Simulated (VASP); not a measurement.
# SnTe (CsCl type) (Pm-3m) in VASP: further runs

SnTe (CsCl type) is run at these levels: PBE; tasks: single point.

Program: VASP 6.6.1. These are calculated values, not measurements. Logs are shortened: lines on timing, memory, paths and dates and some standing lists are left out, and cuts for length are marked.

## 1. The cell of the first run

The structure is cubic, space group Pm-3m (No. 221). The conventional cell has a = 3.800 Å, b = 3.800 Å, c = 3.800 Å, α = 90.00°, β = 90.00°, γ = 90.00°. Sn (site symmetry m-3m) has 8 Te at 3.29 Å and 6 Sn at 3.80 Å within 4.3 Å. Within 4.3 Å of Te (site symmetry m-3m) lie 8 Sn at 3.29 Å and 6 Te at 3.80 Å.

## 2. Single point, PBE

The input, INCAR:

```
  PREC = Accurate
  ENCUT = 520
  EDIFF = 1E-6
  ISMEAR = -1
  SIGMA = 0.1
  LREAL = F
  LASPH = T
  NELM = 100
  ALGO = Normal
  ISIF = 2
  LWAVE = F
  LCHARG = F
  GGA = PE
  NBANDS = 17
```

The input, KPOINTS:

```
regular mesh
0
Gamma
  12 12 12
```

The input, POSCAR:

```
SnTe
1.0
    3.7996070185      0.0000000000      0.0000000000
    0.0000000000      3.7996070185      0.0000000000
    0.0000000000      0.0000000000      3.7996070185
Sn Te
1 1
Direct
    0.0000000000      0.0000000000      0.0000000000
    0.5000000000      0.5000000000      0.5000000000
```

Potentials or basis: VASP PAW PBE potentials, release 64 (Sn_d, Te).

Command:

```bash
cat potpaw_PBE.64/Sn_d/POTCAR potpaw_PBE.64/Te/POTCAR > POTCAR
mpirun -np 1 vasp_std > vasp.out
```

OUTCAR:

```text
PREC = Accurate
   ENCUT = 520
   EDIFF = 1E-6
   ISMEAR = -1
   LREAL = F
   LASPH = T
   NELM = 100
   ISIF = 2
   GGA = PE

 ion  position               nearest neighbor table
   1  0.000  0.000  0.000-   2 3.29   2 3.29   2 3.29   2 3.29   2 3.29   2 3.29   2 3.29   2 3.29

   2  0.500  0.500  0.500-   1 3.29   1 3.29   1 3.29   1 3.29   1 3.29   1 3.29   1 3.29   1 3.29

  LATTYP: Found a simple cubic cell.
 ALAT       =     3.7996070185

  Lattice vectors:

 A1 = (   3.7996070185,   0.0000000000,   0.0000000000)
 A2 = (   0.0000000000,   3.7996070185,   0.0000000000)
 A3 = (   0.0000000000,   0.0000000000,   3.7996070185)

Analysis of symmetry for initial positions (statically):
=====================================================================
 Subroutine PRICEL returns:
 Original cell was already a primitive cell.

 Routine SETGRP: Setting up the symmetry group for a
 simple cubic supercell.

 Subroutine GETGRP returns: Found 48 space group operations
 (whereof 48 operations were pure point group operations)
 out of a pool of 48 trial point group operations.

The static configuration has the point symmetry O_h .

Analysis of symmetry for dynamics (positions and initial velocities):
=====================================================================
 Subroutine PRICEL returns:
 Original cell was already a primitive cell.

 Routine SETGRP: Setting up the symmetry group for a
 simple cubic supercell.

 Subroutine GETGRP returns: Found 48 space group operations
 (whereof 48 operations were pure point group operations)
 out of a pool of 48 trial point group operations.

The dynamic configuration has the point symmetry O_h .

 Subroutine INISYM returns: Found 48 space group operations
 (whereof 48 operations are pure point group operations),
 and found     1 'primitive' translations

----------------------------------------------------------------------------------------

                                     Primitive cell

  volume of cell :      54.8550

  direct lattice vectors                    reciprocal lattice vectors
     3.799607019  0.000000000  0.000000000     0.263185112  0.000000000  0.000000000
     0.000000000  3.799607019  0.000000000     0.000000000  0.263185112  0.000000000
     0.000000000  0.000000000  3.799607019     0.000000000  0.000000000  0.263185112

  length of vectors
     3.799607019  3.799607019  3.799607019     0.263185112  0.263185112  0.263185112

  position of ions in fractional coordinates (direct lattice)
     0.000000000  0.000000000  0.000000000
     0.500000000  0.500000000  0.500000000

  ion indices of the primitive-cell ions
   primitive index   ion index
                 1           1
                 2           2

----------------------------------------------------------------------------------------

 KPOINTS: regular mesh

Automatic generation of k-mesh.
 Grid dimensions read from file:
 generate k-points for:   12   12   12

 Generating k-lattice:

  Cartesian coordinates                     Fractional coordinates (reciprocal lattice)
     0.021932093  0.000000000  0.000000000     0.083333333  0.000000000  0.000000000
     0.000000000  0.021932093  0.000000000     0.000000000  0.083333333  0.000000000
     0.000000000  0.000000000  0.021932093     0.000000000  0.000000000  0.083333333

  Length of vectors
     0.021932093  0.021932093  0.021932093

  Shift w.r.t. Gamma in fractional coordinates (k-lattice)
     0.000000000  0.000000000  0.000000000

 Subroutine IBZKPT returns following result:
 ===========================================

 Found     84 irreducible k-points:

 Following reciprocal coordinates:
            Coordinates               Weight
  0.000000  0.000000  0.000000      1.000000
  0.083333  0.000000  0.000000      6.000000
  0.166667  0.000000  0.000000      6.000000
  0.250000  0.000000  0.000000      6.000000
  0.333333  0.000000  0.000000      6.000000
  0.416667  0.000000  0.000000      6.000000
[... 16 lines left out ...]
  0.333333  0.333333  0.000000     12.000000
  0.416667  0.333333  0.000000     24.000000
 [... further k-points ...]
   k-points           NKPTS =     84   k-points in BZ     NKDIM =     84   number of bands    NBANDS=     17
   number of dos      NEDOS =    301   number of ions     NIONS =      2
   total plane-waves  NPLWV =  21952
   dimension x,y,z NGX =    28 NGY =   28 NGZ =   28
   dimension x,y,z NGXF=    56 NGYF=   56 NGZF=   56
   ions per type =               1   1
   NGX,Y,Z   is equivalent  to a cutoff of  12.25, 12.25, 12.25 a.u.
   NGXF,Y,Z  is equivalent  to a cutoff of  24.50, 24.50, 24.50 a.u.
 SYSTEM =  unknown system
   PREC   = accura    normal or accurate (medium, high low for compatibility)
   ISTART =      0    job   : 0-new  1-cont  2-samecut
   ICHARG =      2    charge: 1-file 2-atom 10-const
   ISPIN  =      1    spin polarized calculation?
   LNONCOLLINEAR =      F non collinear calculations
   LSORBIT =      F    spin-orbit coupling
   LASPH  =      T    aspherical Exc in radial PAW
   ENCUT  =  520.0 eV  38.22 Ry    6.18 a.u.   7.06  7.06  7.06*2*pi/ulx,y,z
   NELM   =    100;   NELMIN=  2; NELMDL= -5     # of ELM steps
   EDIFF  = 0.1E-05   stopping-criterion for ELM
   LREAL  =      F    real-space projection
   EDIFFG = 0.1E-04   stopping-criterion for IOM
   NSW    =      0    number of steps for IOM
   IBRION =     -1    ionic relax: 0-MD 1-quasi-New 2-CG
   NFREE  =      0    steps in history (QN), initial steepest desc. (CG)
   ISIF   =      2    stress and relaxation
   ISYM   =      2    0-nonsym 1-usesym 2-fastsym
   POTIM  = 0.5000    time-step for ionic-motion
   TEBEG  =    0.0;   TEEND  =   0.0 temperature during run
   PSTRESS=    0.0 pullay stress
   NELECT =      20.0000    total number of electrons
   NUPDOWN=      -1.0000    fix difference up-down
   EMIN   =  10.00;   EMAX   =-10.00  energy-range for DOS
   EFERMI =   0.00;   METHOD = LEGACY
   ISMEAR =    -1;   SIGMA  =   0.10  broadening in eV -4-tet -1-fermi 0-gaus
   EFERMI_NEDOS =   21; number of points for ismear=-14 and -15
   IALGO  =     38    algorithm
   IMIX   =      4    mixing-type and parameters
     AMIX     =   0.40;   BMIX     =  1.00
     AMIX_MAG =   1.60;   BMIX_MAG =  1.00
  volume/ion in A,a.u.               =      27.43       185.09
  Fermi-wavevector in a.u.,A,eV,Ry     =   1.169534  2.210099 18.610179  1.367810
  Thomas-Fermi vector in A             =   2.306005
   LORBIT       =      0    0 simple, 1 ext, 2 COOP (PROOUT), +10 PAW based schemes
   GGA     = PE    functional components
[... 5 lines left out ...]
 non-spin polarized calculation
  energy-cutoff  :      520.00
  volume of cell :       54.85
 maximum number of plane-waves:      1498
   NGX = 15   NGY = 15   NGZ = 15

 number of electron      20.0000001 magnetization

 Free energy of the ion-electron system (eV)
  ---------------------------------------------------
  ext. energy  EPLUGINS =         0.00000000
  ---------------------------------------------------
  free energy    TOTEN  =        -7.06201194 eV

  energy without entropy =       -7.01816486  energy(sigma->0) =       -7.04008840

 E-fermi :   8.0864     XC(G=0): -10.2526

 val. band max:        8.0815215674   @ k =   0.5000   0.2500   0.0000
 cond. band min:       8.0950680454   @ k =   0.2500   0.1667   0.0000
 fundamental gap:      0.0135464780
 Fermi energy:         8.0863642607

 k-point     1 :       0.0000    0.0000    0.0000
  band No.  band energies     occupation
      1     -13.5321      2.00000
      2     -13.5321      2.00000
      3     -13.4834      2.00000
      4     -13.4834      2.00000
      5     -13.4834      2.00000
      6      -4.8192      2.00000
[... 9 lines left out ...]
     16      19.2773      0.00000
     17      19.2773      0.00000

 k-point     2 :       0.0833    0.0000    0.0000
  band No.  band energies     occupation
      1     -13.5320      2.00000
      2     -13.5292      2.00000
      3     -13.4845      2.00000
      4     -13.4845      2.00000
      5     -13.4834      2.00000
      6      -4.7582      2.00000
[... 9 lines left out ...]
     16      18.9197      0.00000
     17      18.9200      0.00000

 k-point     3 :       0.1667    0.0000    0.0000
  band No.  band energies     occupation
      1     -13.5316      2.00000
      2     -13.5211      2.00000
      3     -13.4873      2.00000
      4     -13.4873      2.00000
      5     -13.4832      2.00000
      6      -4.5787      2.00000
[... 9 lines left out ...]
     16      17.8928      0.00000
     17      18.7311      0.00000

 k-point     4 :       0.2500    0.0000    0.0000
  band No.  band energies     occupation
      1     -13.5311      2.00000
      2     -13.5102      2.00000
      3     -13.4911      2.00000
      4     -13.4911      2.00000
      5     -13.4829      2.00000
      6      -4.2941      2.00000
[... 9 lines left out ...]
     16      16.6980      0.00000
     17      18.8959      0.00000

 k-point     5 :       0.3333    0.0000    0.0000
  band No.  band energies     occupation
      1     -13.5306      2.00000
      2     -13.4992      2.00000
      3     -13.4949      2.00000
      4     -13.4949      2.00000
      5     -13.4827      2.00000
      6      -3.9379      2.00000
[... 9 lines left out ...]
     16      16.7758      0.00000
     17      19.3335      0.00000

 k-point     6 :       0.4167    0.0000    0.0000
  band No.  band energies     occupation
      1     -13.5303      2.00000
      2     -13.4976      2.00000
      3     -13.4976      2.00000
      4     -13.4911      2.00000
      5     -13.4825      2.00000
      6      -3.5937      2.00000
[... 9 lines left out ...]
     16      18.8345      0.00000
     17      19.9815      0.00000
[... 281 lines left out ...]
 k-point    21 :       0.4167    0.2500    0.0000
  band No.  band energies     occupation
      1     -13.5166      2.00000
      2     -13.5090      2.00000
      3     -13.4962      2.00000
      4     -13.4892      2.00000
      5     -13.4813      2.00000
      6      -3.1545      2.00000
[... 9 lines left out ...]
     16      16.6012      0.00000
     17      17.9967      0.00000

 k-point    22 :       0.5000    0.2500    0.0000
  band No.  band energies     occupation
      1     -13.5163      2.00000
      2     -13.5103      2.00000
      3     -13.4971      2.00000
      4     -13.4891      2.00000
      5     -13.4785      2.00000
      6      -3.0186      2.00000
[... 9 lines left out ...]
     16      16.9248      0.00000
     17      17.4629      0.00000

 k-point    23 :       0.3333    0.3333    0.0000
  band No.  band energies     occupation
      1     -13.5140      2.00000
      2     -13.5107      2.00000
      3     -13.4934      2.00000
      4     -13.4926      2.00000
      5     -13.4807      2.00000
      6      -3.1572      2.00000
[... 9 lines left out ...]
     16      16.4638      0.00000
     17      17.8484      0.00000

 k-point    24 :       0.4167    0.3333    0.0000
  band No.  band energies     occupation
      1     -13.5146      2.00000
      2     -13.5121      2.00000
      3     -13.4955      2.00000
      4     -13.4925      2.00000
      5     -13.4740      2.00000
      6      -2.8828      2.00000
[... 9 lines left out ...]
     16      16.5784      0.00000
     17      16.9845      0.00000

 [... further k-points ...]
[... 5 lines left out ...]
  --------------------------------------------------------------------------------------
  -------------------------------------------------------------------------------------
  Total        1.1699187      1.1699187      1.1699187     -0.0000000      0.0000000      0.0000000
  in kB       34.1704129     34.1704129     34.1704129     -0.0000000      0.0000000      0.0000000
  external PRESSURE =      34.1704129 kB  Pullay stress =       0.0000000 kB

 VOLUME and BASIS-vectors are now :
 -----------------------------------------------------------------------------
  energy-cutoff  :      520.00
  volume of cell :       54.85
      direct lattice vectors                 reciprocal lattice vectors
     3.799607019  0.000000000  0.000000000     0.263185112  0.000000000  0.000000000
     0.000000000  3.799607019  0.000000000     0.000000000  0.263185112  0.000000000
     0.000000000  0.000000000  3.799607019     0.000000000  0.000000000  0.263185112

 POSITION                                       TOTAL-FORCE (eV/Angst)
 -----------------------------------------------------------------------------------
      0.00000      0.00000      0.00000         0.000000      0.000000      0.000000
      1.89980      1.89980      1.89980         0.000000      0.000000      0.000000
 -----------------------------------------------------------------------------------
    total drift:                               -0.000000      0.000000     -0.000000

  FREE ENERGIE OF THE ION-ELECTRON SYSTEM (eV)
  ---------------------------------------------------
  free  energy   TOTEN  =        -7.0620119400 eV

  energy  without entropy=       -7.0181648638  energy(sigma->0) =       -7.04008840
```

Wall time 45 s (1 thread of Intel Xeon 6975P-C (Granite Rapids), shared host); peak memory 0.2 GiB.

What came out:

- Free energy: -7.0620 eV
- Pressure: 3.4 GPa
- Band gap on the k mesh: zero (band 10 reaches 8.71 eV, above the bottom of band 11 at 6.50 eV)

Caveat: spin-orbit coupling is left out, which moves the levels of the heavy elements.

## 3. Single point, PBE

The input, INCAR:

```
SYSTEM = SnTe
PREC     = Accurate       ! precision mode
ENCUT    = 520            ! plane-wave cutoff, eV
EDIFF    = 1E-6           ! SCF threshold, eV
ISMEAR   = -1             ! smearing method
SIGMA    = 0.1            ! smearing width, eV
LREAL    = .False.        ! projectors in reciprocal space
LASPH    = .True.         ! aspherical terms in the spheres
NELM     = 60             ! most SCF steps
ALGO     = Normal         ! electronic algorithm
ISIF     = 2              ! what is computed and relaxed
LWAVE    = .False.        ! write WAVECAR
LCHARG   = .False.        ! write CHGCAR
GGA      = PE             ! functional
NBANDS   = 17             ! bands
```

The input, KPOINTS:

```
regular mesh
0
Gamma
  12 12 12
  0 0 0
```

POSCAR is that of step 2.

Potentials or basis: VASP PAW PBE potentials, release 64 (Sn_d, Te).

Command:

```bash
cat potpaw_PBE.64/Sn_d/POTCAR potpaw_PBE.64/Te/POTCAR > POTCAR
mpirun -np 1 vasp_std > vasp.out
```

It took 48 s on 1 thread of Intel Xeon 6975P-C (Granite Rapids), shared host; peak memory 0.21 GiB.

The run converged. Its results:

- Free energy: -7.0620 eV
- Pressure: 3.4 GPa
- Band gap on the k mesh: zero (band 10 reaches 8.71 eV, above the bottom of band 11 at 6.50 eV)

Levels at points of the mesh, in eV from the Fermi level:
```
           k point  band 6  band 7  band 8  band 9  band 10  band 11  band 12  band 13  band 14  band 15
(0.00, 0.00, 0.00)  -12.91   -5.06   -1.94   -1.94    -1.94     3.39     3.39     5.90     5.90     5.90
(0.50, 0.00, 0.00)  -11.52   -8.60   -0.29   -0.29     0.26     0.31     2.24     2.24     5.22     6.17
(0.50, 0.50, 0.00)  -10.55   -6.48   -5.28   -5.28     0.33     3.61     4.04     4.04     6.10     7.38
(0.50, 0.50, 0.50)   -9.92   -5.14   -3.20   -3.20    -3.20    -1.58    -1.58    -1.58    14.85    14.85
```

Caveat: spin-orbit coupling is left out, which moves the levels of the heavy elements.
